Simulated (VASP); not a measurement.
Ba: single point with PBEsol

Crystal: Ba.

```
Ba
1.0
    -2.71587    2.71587    2.11838
     2.71587   -2.71587    2.11838
     2.71587    2.71587   -2.11838
Ba
1
Direct
  0.00000 0.00000 0.00000
```

This cell differs from its parent crystal: ratio of the length along z to the lengths across it x 0.78, volume and fractional coordinates fixed.

* Program: VASP 6.6.1
* Task: single point
* Functional: PBEsol
* Potentials or basis: VASP PAW PBE potentials, release 64 (Ba_sv)
* Cutoff: 520 eV
* k mesh: 16 × 16 × 16
* Occupations: gaussian, width 0.15 eV
* Spin: no spin polarisation
* Dipole correction: no
* Further INCAR settings: ALGO = Fast; EDIFF = 1e-07; NBANDS = 11

| Property | Result |
| --- | --- |
| Pressure | -0.4 GPa |
| Band gap on the k mesh | zero (band 5 reaches 1.91 eV, above the bottom of band 6 at 1.13 eV) |

Stress tensor (GPa, compression positive):
```
-1.18  0.00  0.00
 0.00 -1.18  0.00
 0.00  0.00  1.19
```

Levels at points of the mesh, in eV from the Fermi level:
```tsv
k point	band 3	band 4	band 5	band 6	band 7	band 8
(0.00, 0.00, 0.00)	-13.84	-13.77	-2.79	0.90	1.89	2.63
(0.50, 0.00, 0.00)	-13.98	-13.91	-0.86	0.23	1.67	3.03
(0.50, 0.50, 0.00)	-13.86	-13.81	-1.08	0.79	1.85	1.97
(0.50, 0.50, 0.50)	-14.21	-13.95	-0.72	-0.46	3.46	3.46
```

Run time: 98 s on 1 thread of Intel(R) Xeon(R) 6975P-C (Granite Rapids), on a shared host, peak memory 0.38 GiB.

Caveat: the PAW data sets were made with another functional, which shifts forces and pressure a little; spin-orbit coupling is left out, which moves the levels of the heavy elements.
